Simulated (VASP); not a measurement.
Input of a VASP 6.6.1 run:

The input INCAR:

```
  PREC = Accurate
  ENCUT = 520
  EDIFF = 1E-6
  ISMEAR = -1
  SIGMA = 0.05
  LREAL = False
  LASPH = True
  NELM = 100
  ALGO = Fast
  ISIF = 2
  LWAVE = False
  LCHARG = False
  GGA = PS
  NBANDS = 36
```

File KPOINTS:

```
regular mesh
0
Gamma
  9 6 6
```

File POSCAR:

```
W
1.0
    2.7523058654      0.0000000000      0.0000000000
    0.0000000000      4.7645794866      0.0000000000
    0.0000000000      0.0000000000      4.8231832256
W
4
Direct
    0.7931720000      0.9368430000      0.7500000000
    0.2068280000      0.4368430000      0.7500000000
    0.2068280000      0.0631570000      0.2500000000
    0.7931720000      0.5631570000      0.2500000000
```

Potentials or basis: VASP PAW PBE potentials, release 64 (W_sv).

Launch:

```console
$ cat potpaw_PBE.64/W_sv/POTCAR > POTCAR
$ mpirun -np 1 vasp_std > vasp.out
```

Problem. What does it give for the largest force?

Solution. 0.283 eV/Å.

Problem. Predict the band gap on the k mesh.

Solution. Zero (band 28 reaches 12.02 eV, above the bottom of band 29 at 10.65 eV).

Stress tensor (GPa, compression positive):
```
9.53 0.00 0.00
0.00 8.30 0.00
0.00 0.00 6.05
```

Caveat: the PAW data sets were made with another functional, which shifts forces and pressure a little; spin-orbit coupling is left out, which moves the levels of the heavy elements.
